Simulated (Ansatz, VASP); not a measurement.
One calculation of SnO2, two programs

```
Sn O
1.0
     1.59656    0.92177    4.85678
    -1.59656    0.92177    4.85678
     0.00000   -1.84354    4.85678
Sn O
1 2
Direct
  0.50984 0.49016 0.50000
  0.19839 0.27138 0.23488
  0.72862 0.80161 0.76512
```

Change from the starting cell: mode 4 frozen in at -0.118 Å, equal normal strain along x, y and z -0.0125.

Alike in both runs: task single point; functional PBE; k mesh 12 × 12 × 12; occupations gaussian, width 0.05 eV; no spin polarisation.

|  | VASP | Ansatz |
| --- | --- | --- |
| version | VASP 6.6.1 | Ansatz 0.2.0 |
| potentials or method | VASP PAW PBE potentials, release 64 (Sn_d, O), cutoff 520 eV | scalar-relativistic, plane waves, PAW |
| valence electrons in the cell | 26 | 26 |

VASP gave:

| Quantity | Value |
| --- | --- |
| gap on the k mesh at the Fermi level (eV) | 2.23 |
| least direct gap on the mesh (eV) | 2.43 |
| pressure (GPa) | 8.9 |
| traceless stress, the component that is largest in VASP (GPa) | -3.03 |
| rms of the force components (eV/Å) | 1.113 |

Problem. Estimate Ansatz's values.

Solution. gap on the k mesh at the Fermi level (eV): 2.26; least direct gap on the mesh (eV): 2.44; pressure (GPa): 8.2; traceless stress, the component that is largest in VASP (GPa): -2.64; rms of the force components (eV/Å): 1.079.

Atom by atom the forces differ by 0.039 eV/Å (rms over components). The functional is the same, so the differences come from potentials, cutoffs and numerics.
